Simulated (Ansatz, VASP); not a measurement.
**InPt3 in VASP and in Ansatz**

```
CELL_PARAMETERS angstrom
3.98800 0.00000 0.00000
0.00000 3.98800 0.00000
0.00000 0.00000 3.94812
ATOMIC_POSITIONS crystal
In 0.00000 0.00000 0.00000
Pt 0.50000 0.50000 0.00000
Pt 0.00000 0.50000 0.50000
Pt 0.50000 0.00000 0.50000
```

Change from the starting cell: zz strain of -1 %.

Alike in both runs: task single point; functional PBEsol; k mesh 10 × 10 × 10; occupations fermi-dirac, width 0.05 eV; no spin polarisation.

|  | VASP | Ansatz |
| --- | --- | --- |
| version | VASP 6.6.1 | Ansatz 0.2.0 |
| potentials or method | VASP PAW PBE potentials, release 64 (In_d, Pt), cutoff 520 eV | all-electron LAPW, scalar-relativistic |

|  | VASP | Ansatz | Ansatz less VASP |
| --- | --- | --- | --- |
| pressure (GPa) | 3.2 | 3.3 | +0.10 |
| traceless stress, the component that is largest in VASP (GPa) | 0.83 | 0.83 | +0.002 |

VASP's potentials were made for PBE, not for PBEsol. Ansatz ran all-electron here, and VASP with PAW potentials.

Neither program's run includes spin-orbit coupling.
